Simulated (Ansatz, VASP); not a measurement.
**CdF2 in VASP and in Ansatz**

INCAR

```
SYSTEM = CdF2
PREC = Accurate ; ENCUT = 520
EDIFF = 1E-7 ; ISMEAR = 0
SIGMA = 0.05 ; LREAL = .False.
LASPH = .True. ; NELM = 60
ALGO = Normal ; ISIF = 2
LWAVE = .False. ; LCHARG = .False.
GGA = PE ; NBANDS = 20
```

File KPOINTS:

```
Automatic mesh
0
Gamma
  8 8 8
  0 0 0
```

POSCAR

```
CdF2
1.0
    0.0000000000      2.5173443959      2.7275426529
    2.5173443959      0.0000000000      2.7275426529
    2.5173443959      2.5173443959      0.0000000000
Cd F
1 2
Direct
    0.0000000000      0.0000000000      0.0000000000
    0.2500000000      0.2500000000      0.2500000000
    0.7500000000      0.7500000000      0.7500000000
```

Input for Ansatz:

```yaml
crystal:
  lattice:
    - [0.0, 2.5173443959, 2.7275426529]
    - [2.5173443959, 0.0, 2.7275426529]
    - [2.5173443959, 2.5173443959, 0.0]
  atoms:
    - { symbol: Cd, position: [0.0, 0.0, 0.0] }
    - { symbol: F, position: [0.25, 0.25, 0.25] }
    - { symbol: F, position: [0.75, 0.75, 0.75] }
basis:
  ecutwfc: 520.0
kpoints:
  mp_grid: { grid: [8, 8, 8] }
hamiltonian:
  xc: pbe
  pseudopotentials: { kind: paw }
scf:
  occupations: { method: gaussian, width: 0.05 }
output:
  forces: true
  stress: true
  eigenvalues: true
```

Alike in both runs: task single point; functional PBE; k mesh 8 × 8 × 8; occupations gaussian, width 0.05 eV; no spin polarisation.

|  | VASP | Ansatz |
| --- | --- | --- |
| version | VASP 6.6.1 | Ansatz 0.2.0 |
| potentials or method | VASP PAW PBE potentials, release 64 (Cd, F), cutoff 520 eV | scalar-relativistic, plane waves, PAW |
| valence electrons in the cell | 26 | 34 |

Ansatz gave:

| Property | Result |
| --- | --- |
| gap on the k mesh at the Fermi level (eV) | 3.41 |
| least direct gap on the mesh (eV) | 3.66 |
| pressure (GPa) | 24.7 |
| traceless stress, the component that is largest in VASP (GPa) | -6.09 |

Estimate VASP's values.

gap on the k mesh at the Fermi level (eV): 3.37; least direct gap on the mesh (eV): 3.62; pressure (GPa): 26.2; traceless stress, the component that is largest in VASP (GPa): -5.94.

VASP's potentials hold 26 valence electrons a cell and Ansatz's 34, so a difference there can come from the potentials and not from the codes.
